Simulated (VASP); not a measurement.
Runs of VASP 6.6.1 on Si. The structure is that of space group Fd-3m (No. 227), or close to it. The cells are those of the table. 

```csv
cell,gap on the mesh (eV),pressure (GPa)
"a = 3.742 Å, angles 60.0°, 2 atoms",0.35,6.9
"a = 3.129 Å, angles 60.0°, 2 atoms",none,183.8
"a = 3.660 Å, angles 60.0°, 2 atoms",0.21,(a)
"a = 3.546 Å, angles 60.0°, 2 atoms",none,34.1
"a = 3.292 Å, angles 60.0°, 2 atoms",none,(b)
"a = 2.927 Å, angles 60.0°, 2 atoms",none,348.7
"a = 3.423 Å, angles 60.0°, 2 atoms",none,61.5
```

Alike in all rows: task single point; level LDA; potentials or basis VASP PAW LDA potentials, release 64 (Si); no spin polarisation; k mesh 13 × 13 × 13; cutoff (eV) 520; smearing fermi-dirac 0.1 eV.

**Question.** Fill in the values left out.

**Answer.** (a) 16.2; (b) 104.2.

Caveats: the cell stands under pressure; semilocal functionals underestimate gaps, so a narrow gap can read as zero (at least some runs); an odd mesh through Γ misses points on the zone boundary, where band edges can lie (at least some runs).

A gap of «none» marks levels without a gap at the run's occupations.
